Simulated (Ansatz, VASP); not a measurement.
# HfB: VASP beside Ansatz

```
Hf B
1.0
    -1.76338    2.73215    3.07751
     1.76338   -2.73215    3.07751
     1.76338    2.73215   -3.07751
Hf B
2 2
Direct
  0.74861 0.24861 0.50000
  0.25139 0.75139 0.50000
  0.64971 0.50000 0.14971
  0.35029 0.50000 0.85029
```

Alike in both runs: functional PBE; k mesh 16 × 16 × 16; occupations gaussian, width 0.1 eV; no spin polarisation.

Ansatz relaxed the structure, and its values are those at the end. VASP's run is a single point on that final structure, the one shown.

```csv
,VASP,Ansatz
version,VASP 6.6.1,Ansatz 0.2.0
potentials or method,"VASP PAW PBE potentials, release 64 (Hf_pv, B), cutoff 520 eV","scalar-relativistic, plane waves, PAW"
valence electrons in the cell,26,58
```

```tsv
	VASP	Ansatz	Ansatz less VASP
gap on the k mesh at the Fermi level (eV)	none	none	-
pressure (GPa)	-0.3	0.0	+0.33
rms of the force components (eV/Å)	0.007	0.000	-0.0066
```

A gap of «none» marks a metal or a gap that the smearing closes. The functional is the same, so the differences come from potentials, cutoffs and numerics. VASP's potentials hold 26 valence electrons a cell and Ansatz's 58, so a difference there can come from the potentials and not from the codes.

Spin-orbit coupling is off throughout.
